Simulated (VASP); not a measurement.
Set up this calculation in VASP 6.6.1, as the native input.

```yaml
Task: single point
Functional: PBE
Potentials_or_basis: VASP PAW PBE potentials, release 64 (Mg, O)
Cutoff: 520 eV
k_mesh: 8 × 8 × 6
Occupations: gaussian, width 0.05 eV
Spin: no spin polarisation
Dipole_correction: no
Further_INCAR_settings: ALGO = Normal; EDIFF = 1e-06; NBANDS = 16
```

The structure of MgO lies in POSCAR:

```
MgO
1.0
    0.0000000000     -2.1351500000     -2.1351500000
    0.0000000000      2.1351500000     -2.1351500000
    4.2703000000      0.0000000000      0.0000000000
Mg O
2 2
Direct
    0.5000000000      0.5000000000      0.5033690219
    0.0000000000      0.0000000000     -0.0033690219
    0.5000000000      0.5000000000      0.0281010702
    0.0000000000      0.0000000000      0.4718989298
```

This cell differs from its parent crystal: mode 12 (519.3 1/cm) frozen in, largest displacement -0.120 Å.

These files were run (other wordings do the same):

INCAR

```
  PREC = Accurate
  ENCUT = 520
  EDIFF = 1E-6
  ISMEAR = 0
  SIGMA = 0.05
  LREAL = False
  LASPH = True
  NELM = 80
  ALGO = Normal
  ISIF = 2
  LWAVE = False
  LCHARG = False
  GGA = PE
  NBANDS = 16
```

KPOINTS

```
Automatic mesh
0
Gamma
  8 8 6
```

Potentials or basis: VASP PAW PBE potentials, release 64 (Mg, O).

The run is started by

```console
$ cat potpaw_PBE.64/Mg/POTCAR potpaw_PBE.64/O/POTCAR > POTCAR
$ mpirun -np 1 vasp_std > vasp.out
```

It gave:

```json
{"Pressure": "-1.0 GPa", "Largest force": "1.969 eV/Å", "Band gap on the k mesh": "4.09 eV"}
```

Caveat: the cell differs from its parent crystal (mode 12 (519.3 1/cm) frozen in, largest displacement -0.120 Å); forces of over 1 eV/Å act on the atoms, so gaps and moduli don't describe the material at rest.

It took 45 s on 1 thread of AMD EPYC 7R43 64-Core Processor (Zen 3), with other jobs on the host, peak memory 0.13 GiB.
